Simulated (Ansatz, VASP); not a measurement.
## TaC3 in VASP and in Ansatz

```
CELL_PARAMETERS angstrom
2.18579 -2.87129 0.00000
2.18579 2.87129 0.00000
0.00000 0.00000 2.95562
ATOMIC_POSITIONS crystal
Ta 0.00000 0.00000 0.00000
C 0.50000 0.50000 0.00000
C 0.00000 0.50000 0.50000
C 0.50000 0.00000 0.50000
```

Change from the starting cell: species swapped into the CdPt3 type (Cmmm, No. 65).

Alike in both runs: functional PBE; k mesh 6 × 6 × 6; occupations gaussian, width 0.1 eV; no spin polarisation.

Ansatz relaxed the structure, and its values are those at the end. VASP's run is a single point on that final structure, the one shown.

```csv
,VASP,Ansatz
version,VASP 6.6.1,Ansatz 0.2.0
potentials or method,"VASP PAW PBE potentials, release 64 (Ta_pv, C), cutoff 520 eV","scalar-relativistic, plane waves, PAW"
valence electrons in the cell,23,25
```

VASP gave:

| Quantity | Value |
| --- | --- |
| gap on the k mesh at the Fermi level (eV) | none |
| pressure (GPa) | 0.7 |

Q: Estimate Ansatz's values.

A: gap on the k mesh at the Fermi level (eV): none; pressure (GPa): 0.0.

A gap of «none» marks a metal or a gap that the smearing closes. The functional is the same, so the differences come from potentials, cutoffs and numerics. VASP's potentials hold 23 valence electrons a cell and Ansatz's 25, so a difference there can come from the potentials and not from the codes.

Spin-orbit coupling is off throughout.
